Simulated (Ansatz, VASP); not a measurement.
## ZrC: VASP beside Ansatz

```
Zr C
1.0
     0.00000    2.36500    2.36500
     2.36500    0.00000    2.36500
     2.36500    2.36500    0.00000
Zr C
1 1
Direct
  0.50000 0.50000 0.50000
  0.00000 0.00000 0.00000
```

Alike in both runs: task relaxation of cell and atoms; functional RPBE; dispersion D3(BJ); k mesh 10 × 10 × 10; occupations fermi-dirac, width 0.05 eV; no spin polarisation.

|  | VASP | Ansatz |
| --- | --- | --- |
| version | VASP 6.6.1 | Ansatz 0.2.0 |
| potentials or method | VASP PAW PBE potentials, release 64 (Zr_sv, C) | Ansatz PAW |
| plane-wave cutoff (eV) | 600 | 420 |
| valence electrons in the cell | 16 | 16 |

|  | VASP | Ansatz | Ansatz less VASP |
| --- | --- | --- | --- |
| gap on the k mesh at the Fermi level, each at its own relaxed structure (eV) | none | none | - |
| relaxed volume (Å³/atom) | 11.45 | 11.45 | -0.005 |
| relaxed cell length with the largest relative difference (Å) | 3.188 | 3.187 | -0.0004 |

VASP's potentials were made for PBE, not for RPBE. A gap of «none» marks a metal or a gap that the smearing closes.

Noted on Ansatz's run: the plane-wave basis is chosen anew once the cell has moved, so the energies of steps on either side of that aren't comparable.
